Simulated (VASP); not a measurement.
Here is a VASP 6.6.1 calculation.

The input INCAR:

```
SYSTEM = Be4Os
PREC = Accurate ; ENCUT = 520
EDIFF = 1E-6 ; ISMEAR = 0
SIGMA = 0.1 ; LREAL = .FALSE.
LASPH = .TRUE. ; NELM = 150
ALGO = Normal ; ISIF = 2
LWAVE = .FALSE. ; LCHARG = .FALSE.
ISPIN = 2 ; MAGMOM = 0 0 0 0 1
LORBIT = 11 ; LMAXMIX = 4
GGA = PE ; NBANDS = 20
```

File KPOINTS:

```
Automatic mesh
0
G
  6 6 6
  0 0 0
```

Contents of POSCAR:

```
Be4Os
1.0
   -2.7840103996      2.7840103996      1.5442140497
    2.7840103996     -2.7840103996      1.5442140497
    2.7840103996      2.7840103996     -1.5442140497
Be Os
4 1
Direct
    0.7952168435      0.3900100042      0.1852268478
    0.3900100042      0.2047831565      0.5947931607
    0.6099899958      0.7952168435      0.4052068393
    0.2047831565      0.6099899958      0.8147731522
    0.0000000000      0.0000000000      0.0000000000
```

Potentials or basis: VASP PAW PBE potentials, release 64 (Be, Os).

Launch:

```console
$ cat potpaw_PBE.64/Be/POTCAR potpaw_PBE.64/Os/POTCAR > POTCAR
$ mpirun -np 1 vasp_std > vasp.out
```

(1) What does it give for the band gap on the k mesh?

(2) Predict the largest force.

(3) Estimate the net moment.

(4) What does it give for the pressure?

Answers

(1) zero (filled and empty bands overlap).

(2) 0.011 eV/Å.

(3) 0.00 μB per cell.

(4) 0.3 GPa.

Caveat: the k points lie up to 0.39 Å⁻¹ apart; spin-orbit coupling is left out, which moves the levels of the heavy elements.
